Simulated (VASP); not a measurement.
Set up this calculation in VASP 6.6.1, as the native input.

```yaml
Task: single point
Functional: HSE06
Potentials_or_basis: VASP PAW PBE potentials, release 64 (W_sv, S)
Cutoff: 520 eV
k_mesh: 4 × 4 × 4
Occupations: fermi-dirac, width 0.02 eV
Spin: no spin polarisation
Dipole_correction: no
Grid_for_exact_exchange_PRECFOCK: Normal
Further_INCAR_settings: ALGO = Normal; EDIFF = 1e-06; NBANDS = 20
Share_of_exact_exchange: 0.25
Screening_parameter: 0.2079 1/Å
```

WS2:

```
W S
1.0
     0.00000    2.93116    2.93116
     2.93116    0.00000    2.93116
     2.93116    2.93116    0.00000
W S
1 2
Direct
  0.00000 0.00000 0.00000
  0.25000 0.25000 0.25000
  0.75000 0.75000 0.75000
```

One way to write it, as run:

POSCAR

```
WS2
1.0
    0.0000000000      2.9311595479      2.9311595479
    2.9311595479      0.0000000000      2.9311595479
    2.9311595479      2.9311595479      0.0000000000
W S
1 2
Direct
    0.0000000000      0.0000000000      0.0000000000
    0.2500000000      0.2500000000      0.2500000000
    0.7500000000      0.7500000000      0.7500000000
```

INCAR.step1

```
ALGO = Normal ; EDIFF = 1E-5
ENCUT = 520 ; GGA = PE
ISIF = 2 ; ISMEAR = -1
LASPH = True ; LCHARG = False
LREAL = False ; LWAVE = True
NBANDS = 20 ; NELM = 60
PREC = Accurate ; SIGMA = 0.02
```

INCAR.step2

```
ALGO = Normal ; EDIFF = 1E-6
ENCUT = 520 ; GGA = PE
HFSCREEN = 0.2079 ; ISIF = 2
ISMEAR = -1 ; ISTART = 1
LASPH = True ; LCHARG = False
LHFCALC = True ; LREAL = False
LWAVE = False ; NBANDS = 20
NELM = 60 ; PREC = Accurate
PRECFOCK = Normal ; SIGMA = 0.02
```

KPOINTS

```
k-points
0
Gamma
  4 4 4
```

Potentials or basis: VASP PAW PBE potentials, release 64 (W_sv, S).

Command:

```bash
$ cat potpaw_PBE.64/W_sv/POTCAR potpaw_PBE.64/S/POTCAR > POTCAR
$ cp INCAR.step1 INCAR
$ mpirun -np 1 vasp_std > vasp.out
$ cp INCAR.step2 INCAR
$ mpirun -np 1 vasp_std > vasp.out
```

It gave:

```yaml
Pressure: -4.4 GPa
Band_gap_on_the_k_mesh: zero (bands 13 and 14 overlap by 1.41 eV)
```

Caveat: the k points lie up to 0.46 Å⁻¹ apart, too coarse for converged energies and pressures of a metal; the structure was generated, so it needn't be the stable form of WS2; the PAW data sets were made with another functional, which shifts forces and pressure a little; spin-orbit coupling is left out, which moves the levels of the heavy elements.

Run time: 8.9 min on 1 thread of Intel(R) Xeon(R) Platinum 8488C (Sapphire Rapids), on a shared host, peak memory 0.29 GiB.
